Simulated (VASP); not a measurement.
# ReAg2Br6 (P1) in VASP: a series of runs

Runs on ReAg2Br6. Level: PBE+U. Tasks: single point.

Program: VASP 6.6.1. These are calculated values, not measurements. Logs are shortened: lines on timing, memory, paths and dates and some standing lists are left out, and cuts for length are marked.

## Step 1: The cell of the first run

The typed cell holds 9 atoms: a = 6.859 Å, b = 6.859 Å, c = 7.039 Å, α = 60.84°, β = 119.16°, γ = 120.00°.

## Step 2: Single point, PBE+U

File INCAR:

```
SYSTEM = ReAg2Br6
PREC = Accurate
ENCUT = 600
EDIFF = 1E-6
ISMEAR = 0
SIGMA = 0.2243
LREAL = .False.
LASPH = .True.
NELM = 200
ALGO = Normal
ISIF = 2
LWAVE = .False.
LCHARG = .False.
LMAXMIX = 4
LDAU = .True.
LDAUTYPE = 2
LDAUL = -1 -1 1
LDAUU = 0 0 1.62
LDAUJ = 0 0 0
LDAUPRINT = 1
GGA = PE
NBANDS = 46
GGA_COMPAT = .False.
```

File KPOINTS:

```
Automatic mesh
0
Gamma
  4 4 4
  0 0 0
```

File POSCAR:

```
ReAg2Br6
1.0
    6.8592960000      0.0000000000      0.0000000000
   -3.4296480000      5.9403300000      0.0000000000
   -3.4296480000      1.9801100000      5.8196480000
Re Ag Br
1 2 6
Direct
    0.5000000000      0.5000000000      0.5001000000
    0.7657000000      0.2343000000      0.2970000000
    0.2343000000      0.7657000000      0.7030000000
    0.3721700000      0.2683300000      0.2564100000
    0.7316700000      0.8474300000      0.2564100000
    0.1525700000      0.6278300000      0.2564100000
    0.6278300000      0.7316700000      0.7435900000
    0.2683300000      0.1525700000      0.7435900000
    0.8474300000      0.3721700000      0.7435900000
```

Potentials or basis: VASP PAW PBE potentials, release 64 (Re, Ag, Br).

Started as:

```console
$ cat potpaw_PBE.64/Re/POTCAR potpaw_PBE.64/Ag/POTCAR potpaw_PBE.64/Br/POTCAR > POTCAR
$ mpirun -np 1 vasp_std > vasp.out
```

OUTCAR:

```text
SYSTEM = ReAg2Br6
   PREC = Accurate
   ENCUT = 600
   EDIFF = 1E-6
   ISMEAR = 0
   LREAL = .False.
   LASPH = .True.
   NELM = 200
   ISIF = 2
   GGA = PE

 ion  position               nearest neighbor table
   1  0.500  0.500  0.500-   7 2.46   8 2.46   9 2.46   6 2.46   5 2.46   4 2.46
   2  0.766  0.234  0.297-   5 2.69   6 2.69   4 2.69
   3  0.234  0.766  0.703-   8 2.69   9 2.69   7 2.69
   4  0.372  0.268  0.256-   1 2.46   2 2.69
   5  0.732  0.847  0.256-   1 2.46   2 2.69
   6  0.153  0.628  0.256-   1 2.46   2 2.69
   7  0.628  0.732  0.744-   1 2.46   3 2.69
   8  0.268  0.153  0.744-   1 2.46   3 2.69
   9  0.847  0.372  0.744-   1 2.46   3 2.69

  LATTYP: Found a trigonal (rhomboedric) cell.
 ALAT       =     7.0392929540
 COS(alpha) =     0.5252426452

  Lattice vectors:

 A1 = (   0.0000000000,  -3.9602200000,   5.8196480000)
 A2 = (   3.4296480000,   1.9801100000,   5.8196480000)
 A3 = (  -3.4296480000,   1.9801100000,   5.8196480000)

Analysis of symmetry for initial positions (statically):
=====================================================================
 Subroutine PRICEL returns:
 Original cell was already a primitive cell.

 Routine SETGRP: Setting up the symmetry group for a
 trigonal (rhombohedral) supercell.

 Subroutine GETGRP returns: Found  1 space group operations
 (whereof  1 operations were pure point group operations)
 out of a pool of 12 trial point group operations.

The static configuration has the point symmetry C_1 .

Analysis of symmetry for dynamics (positions and initial velocities):
=====================================================================
 Subroutine PRICEL returns:
 Original cell was already a primitive cell.

 Routine SETGRP: Setting up the symmetry group for a
 trigonal (rhombohedral) supercell.

 Subroutine GETGRP returns: Found  1 space group operations
 (whereof  1 operations were pure point group operations)
 out of a pool of 12 trial point group operations.

The dynamic configuration has the point symmetry C_1 .

 Subroutine INISYM returns: Found  1 space group operations
 (whereof  1 operations are pure point group operations),
 and found     1 'primitive' translations

----------------------------------------------------------------------------------------

                                     Primitive cell

  volume of cell :     237.1302

  direct lattice vectors                    reciprocal lattice vectors
     6.859296000  0.000000000  0.000000000     0.145787556  0.084170408  0.057277233
    -3.429648000  5.940330000  0.000000000     0.000000000  0.168340816 -0.057277233
    -3.429648000  1.980110000  5.819648000     0.000000000  0.000000000  0.171831698

  length of vectors
     6.859296000  6.859300687  7.039291432     0.177818308  0.177818199  0.171831698

  position of ions in fractional coordinates (direct lattice)
     0.500000000  0.500000000  0.500100000
     0.765700000  0.234300000  0.297000000
     0.234300000  0.765700000  0.703000000
     0.372170000  0.268330000  0.256410000
     0.731670000  0.847430000  0.256410000
     0.152570000  0.627830000  0.256410000
     0.627830000  0.731670000  0.743590000
     0.268330000  0.152570000  0.743590000
     0.847430000  0.372170000  0.743590000

  ion indices of the primitive-cell ions
   primitive index   ion index
                 1           1
                 2           2
                 3           3
                 4           4
                 5           5
                 6           6
                 7           7
                 8           8
                 9           9

----------------------------------------------------------------------------------------

 KPOINTS: Automatic mesh

Automatic generation of k-mesh.
 Grid dimensions read from file:
 generate k-points for:    4    4    4

 Generating k-lattice:

  Cartesian coordinates                     Fractional coordinates (reciprocal lattice)
     0.036446889  0.021042602  0.014319308     0.250000000  0.000000000 -0.000000000
     0.000000000  0.042085204 -0.014319308     0.000000000  0.250000000  0.000000000
     0.000000000  0.000000000  0.042957925     0.000000000  0.000000000  0.250000000

  Length of vectors
     0.044454577  0.044454550  0.042957925

  Shift w.r.t. Gamma in fractional coordinates (k-lattice)
     0.000000000  0.000000000  0.000000000

 Subroutine IBZKPT returns following result:
 ===========================================

 Found     36 irreducible k-points:

 Following reciprocal coordinates:
            Coordinates               Weight
  0.000000  0.000000  0.000000      1.000000
  0.250000  0.000000  0.000000      2.000000
  0.250000 -0.250000 -0.250000      2.000000
  0.000000  0.250000  0.000000      2.000000
  0.500000  0.000000  0.000000      1.000000
  0.500000  0.500000  0.500000      1.000000
[... 16 lines left out ...]
  0.000000  0.000000  0.250000      2.000000
  0.250000  0.000000  0.250000      2.000000
 [... further k-points ...]
   k-points           NKPTS =     36   k-points in BZ     NKDIM =     36   number of bands    NBANDS=     46
   number of dos      NEDOS =    301   number of ions     NIONS =      9
   total plane-waves  NPLWV = 175616
   dimension x,y,z NGX =    56 NGY =   56 NGZ =   56
   dimension x,y,z NGXF=   112 NGYF=  112 NGZF=  112
   ions per type =               1   2   6
   NGX,Y,Z   is equivalent  to a cutoff of  13.57, 13.57, 13.23 a.u.
   NGXF,Y,Z  is equivalent  to a cutoff of  27.14, 27.14, 26.45 a.u.
 SYSTEM =  ReAg2Br6
   PREC   = accura    normal or accurate (medium, high low for compatibility)
   ISTART =      0    job   : 0-new  1-cont  2-samecut
   ICHARG =      2    charge: 1-file 2-atom 10-const
   ISPIN  =      1    spin polarized calculation?
   LNONCOLLINEAR =      F non collinear calculations
   LSORBIT =      F    spin-orbit coupling
   LASPH  =      T    aspherical Exc in radial PAW
   ENCUT  =  600.0 eV  44.10 Ry    6.64 a.u.  13.70 13.70 14.06*2*pi/ulx,y,z
   NELM   =    200;   NELMIN=  2; NELMDL= -5     # of ELM steps
   EDIFF  = 0.1E-05   stopping-criterion for ELM
   LREAL  =      F    real-space projection
   EDIFFG = 0.1E-04   stopping-criterion for IOM
   NSW    =      0    number of steps for IOM
   IBRION =     -1    ionic relax: 0-MD 1-quasi-New 2-CG
   NFREE  =      0    steps in history (QN), initial steepest desc. (CG)
   ISIF   =      2    stress and relaxation
   ISYM   =      2    0-nonsym 1-usesym 2-fastsym
   POTIM  = 0.5000    time-step for ionic-motion
   TEBEG  =    0.0;   TEEND  =   0.0 temperature during run
   PSTRESS=    0.0 pullay stress
   NELECT =      71.0000    total number of electrons
   NUPDOWN=      -1.0000    fix difference up-down
   EMIN   =  10.00;   EMAX   =-10.00  energy-range for DOS
   EFERMI =   0.00;   METHOD = LEGACY
   ISMEAR =     0;   SIGMA  =   0.22  broadening in eV -4-tet -1-fermi 0-gaus
   EFERMI_NEDOS =   21; number of points for ismear=-14 and -15
   IALGO  =     38    algorithm
   IMIX   =      4    mixing-type and parameters
     AMIX     =   0.40;   BMIX     =  1.00
     AMIX_MAG =   1.60;   BMIX_MAG =  1.00
  volume/ion in A,a.u.               =      26.35       177.80
  Fermi-wavevector in a.u.,A,eV,Ry     =   1.095213  2.069653 16.320079  1.199492
  Thomas-Fermi vector in A             =   2.231533
   LORBIT       =      0    0 simple, 1 ext, 2 COOP (PROOUT), +10 PAW based schemes
 LDA+U is selected, type is set to LDAUTYPE =  2
   angular momentum for each species LDAUL =    -1   -1    1
   U (eV)           for each species LDAUU =   0.0  0.0  1.6
   J (eV)           for each species LDAUJ =   0.0  0.0  0.0
   GGA     = PE    functional components
   LHFCALC =     F    Hartree Fock is set to
   AEXX    =    0.0000 exact exchange contribution
   IVDW    =     0    specifies the selected vdW correction
   LEPSILON=     F    determine dielectric tensor
   LRPA    =     F    only Hartree local field effects (RPA)
 non-spin polarized calculation
 Gauss-broadening in eV      SIGMA  =   0.22
  energy-cutoff  :      600.00
  volume of cell :      237.13
 maximum number of plane-waves:      7931
 NGX is ok and might be reduce to    56
   NGX = 27   NGY = 27   NGZ = 29

 number of electron      70.9999998 magnetization

 Free energy of the ion-electron system (eV)
  ---------------------------------------------------
  ext. energy  EPLUGINS =         0.00000000
  ---------------------------------------------------
  free energy    TOTEN  =       -22.52849440 eV

  energy without entropy =      -22.32254651  energy(sigma->0) =      -22.42552046

 E-fermi :   2.7623     XC(G=0):  -9.1952

 val. band max:        2.7589458412   @ k =   0.2500   0.2500   0.5000
 cond. band min:       2.7826749096   @ k =   0.0000   0.0000   0.2500
 fundamental gap:      0.0237290684
 Fermi energy:         2.7623004767

 k-point     1 :       0.0000    0.0000    0.0000
  band No.  band energies     occupation
      1     -13.1595      2.00000
      2     -12.2548      2.00000
      3     -12.2545      2.00000
      4     -12.2408      2.00000
      5     -12.2404      2.00000
      6     -12.2149      2.00000
[... 38 lines left out ...]
     45       9.8907      0.00000
     46       9.9915      0.00000

 k-point     2 :       0.2500    0.0000    0.0000
  band No.  band energies     occupation
      1     -13.0761      2.00000
      2     -12.3424      2.00000
      3     -12.2940      2.00000
      4     -12.2546      2.00000
      5     -12.2258      2.00000
      6     -12.1968      2.00000
[... 38 lines left out ...]
     45       9.4286      0.00000
     46       9.4725      0.00000

 k-point     3 :       0.2500   -0.2500   -0.2500
  band No.  band energies     occupation
      1     -13.0762      2.00000
      2     -12.3423      2.00000
      3     -12.2942      2.00000
      4     -12.2543      2.00000
      5     -12.2257      2.00000
      6     -12.1971      2.00000
[... 1018 lines left out ...]
     45       9.9021      0.00000
     46       9.9030      0.00000

 k-point    24 :       0.2500    0.0000    0.2500
  band No.  band energies     occupation
      1     -12.9721      2.00000
      2     -12.4105      2.00000
      3     -12.3138      2.00000
      4     -12.2900      2.00000
      5     -12.2370      2.00000
      6     -12.1985      2.00000
[... 38 lines left out ...]
     45       9.3640      0.00000
     46       9.4003      0.00000

 [... further k-points ...]
[... 5 lines left out ...]
  --------------------------------------------------------------------------------------
  -------------------------------------------------------------------------------------
  Total        4.4740535      4.4799867      4.9656053     -0.0005833     -0.0003260     -0.0003940
  in kB       30.2290797     30.2691675     33.5502644     -0.0039411     -0.0022029     -0.0026621
  external PRESSURE =      31.3495039 kB  Pullay stress =       0.0000000 kB

 VOLUME and BASIS-vectors are now :
 -----------------------------------------------------------------------------
  energy-cutoff  :      600.00
  volume of cell :      237.13
      direct lattice vectors                 reciprocal lattice vectors
     6.859296000  0.000000000  0.000000000     0.145787556  0.084170408  0.057277233
    -3.429648000  5.940330000  0.000000000     0.000000000  0.168340816 -0.057277233
    -3.429648000  1.980110000  5.819648000     0.000000000  0.000000000  0.171831698

 POSITION                                       TOTAL-FORCE (eV/Angst)
 -----------------------------------------------------------------------------------
     -0.00034      3.96042      2.91041         0.006154     -0.003550     -0.010529
      3.42999      1.97991      1.72844        -0.001314      0.000518     -0.004815
     -3.42999      5.94053      4.09121         0.000770     -0.000691      0.004537
      0.75315      2.10169      1.49222         0.294245     -0.495867     -0.332992
      1.23296      5.54173      1.49222         0.283575      0.502973     -0.334113
     -1.98611      4.23724      1.49222        -0.579614     -0.005622     -0.335239
     -0.75315      5.81875      4.32743        -0.296766      0.502234      0.338625
     -1.23296      2.37871      4.32743        -0.286907     -0.505764      0.338074
      1.98611      3.68320      4.32743         0.579858      0.005770      0.336452
 -----------------------------------------------------------------------------------
    total drift:                                0.000007     -0.000010     -0.000000

  FREE ENERGIE OF THE ION-ELECTRON SYSTEM (eV)
  ---------------------------------------------------
  free  energy   TOTEN  =       -22.5284944050 eV

  energy  without entropy=      -22.3225465052  energy(sigma->0) =      -22.42552046
```

Wall time 7.5 min (1 thread of Intel Xeon 6975P-C (Granite Rapids), shared host); peak memory 0.7 GiB.

Results:

| Property | Result |
| --- | --- |
| Free energy | -22.5285 eV |
| Pressure | 3.1 GPa |
| Largest force | 0.675 eV/Å |
| Band gap on the k mesh | zero (an odd number of electrons rules out a gap without spin polarisation) |

Forces on the atoms (eV/Å):
```
Re   0.006 -0.004 -0.011
Ag  -0.001  0.001 -0.005
Ag   0.001 -0.001  0.005
Br   0.294 -0.496 -0.333
Br   0.284  0.503 -0.334
Br  -0.580 -0.006 -0.335
Br  -0.297  0.502  0.339
Br  -0.287 -0.506  0.338
Br   0.580  0.006  0.336
```

Stress tensor (GPa, compression positive):
```
3.02 0.00 0.00
0.00 3.03 0.00
0.00 0.00 3.36
```

Levels at points of the mesh, in eV from the Fermi level:
```
           k point  band 32  band 33  band 34  band 35  band 36  band 37  band 38  band 39
(0.00, 0.00, 0.00)    -1.34    -1.18    -1.18    -0.44    -0.12    -0.12     2.00     2.71
(0.50, 0.00, 0.00)    -1.66    -1.52    -1.43    -0.46    -0.07     0.25     2.54     3.05
(0.50, 0.50, 0.50)    -1.66    -1.52    -1.43    -0.46    -0.07     0.25     2.54     3.05
(0.00, 0.50, 0.00)    -1.66    -1.52    -1.43    -0.46    -0.07     0.25     2.54     3.05
(0.50, 0.50, 0.00)    -1.70    -1.48    -1.44    -0.52     0.19     0.37     2.44     3.02
(0.50, 0.00, 0.50)    -1.70    -1.48    -1.44    -0.52     0.19     0.37     2.44     3.02
(0.00, 0.50, 0.50)    -1.70    -1.48    -1.44    -0.52     0.19     0.37     2.44     3.02
(0.00, 0.00, 0.50)    -1.41    -1.40    -1.40    -0.34     0.13     0.13     2.90     2.90
```

Caveat: the cell stands under pressure; spin-orbit coupling is left out, which moves the levels of the heavy elements; an odd number of electrons without spin polarisation forces a metal; a magnetic or distorted state may lie lower; U without spin polarisation on a metal has little footing.

## Step 3: Single point, PBE+U

File INCAR:

```
  PREC = Accurate
  ENCUT = 630
  EDIFF = 1E-6
  ISMEAR = 0
  SIGMA = 0.2243
  LREAL = False
  LASPH = True
  NELM = 200
  ALGO = Normal
  ISIF = 2
  LWAVE = False
  LCHARG = True
  LMAXMIX = 4
  LDAU = True
  LDAUTYPE = 2
  LDAUL = -1 -1 1
  LDAUU = 0 0 1.62
  LDAUJ = 0 0 0
  LDAUPRINT = 1
  GGA = PE
  LELF = True
  LVHAR = True
  NBANDS = 58
  GGA_COMPAT = False
```

File KPOINTS:

```
Automatic mesh
0
Gamma
  3 3 3
```

POSCAR is that of step 2.

Potentials or basis: VASP PAW PBE potentials, release 64 (Re_sv_GW, Ag_sv_GW, Br).

Started as:

```console
$ cat potpaw_PBE.64/Re_sv_GW/POTCAR potpaw_PBE.64/Ag_sv_GW/POTCAR potpaw_PBE.64/Br/POTCAR > POTCAR
$ mpirun -np 1 vasp_std > vasp.out
```

Wall time 5.1 min (1 thread of Intel Xeon 6975P-C (Granite Rapids), shared host); peak memory 0.6 GiB.

The run converged. Its results:

| Quantity | Value |
| --- | --- |
| Free energy | -20.1011 eV |
| Pressure | 2.9 GPa |
| Largest force | 0.624 eV/Å |
| Band gap on the k mesh | zero (an odd number of electrons rules out a gap without spin polarisation) |

Forces in eV/Å, atoms in the order of the input:
```
Re   0.006 -0.004 -0.011
Ag  -0.001  0.000 -0.009
Ag   0.001 -0.001  0.009
Br   0.272 -0.459 -0.306
Br   0.263  0.466 -0.307
Br  -0.537 -0.005 -0.308
Br  -0.275  0.466  0.312
Br  -0.266 -0.469  0.311
Br   0.537  0.005  0.310
```

Stress tensor (GPa, compression positive):
```
2.80 0.00 0.00
0.00 2.81 0.00
0.00 0.00 3.13
```

Levels at points of the mesh, in eV from the Fermi level:
| k point | band 43 | band 44 | band 45 | band 46 | band 47 | band 48 | band 49 | band 50 | band 51 | band 52 |
| --- | --- | --- | --- | --- | --- | --- | --- | --- | --- | --- |
| (0.00, 0.00, 0.00) | -1.37 | -1.37 | -1.21 | -1.21 | -0.44 | -0.12 | -0.12 | 1.98 | 2.69 | 3.19 |

Caveat: the k points lie up to 0.37 Å⁻¹ apart, too coarse for converged energies and pressures of a metal; spin-orbit coupling is left out, which moves the levels of the heavy elements; an odd number of electrons without spin polarisation forces a metal; a magnetic or distorted state may lie lower; U without spin polarisation on a metal has little footing.

The gap in the log of VASP goes by the Fermi energy; the results here count the filled bands.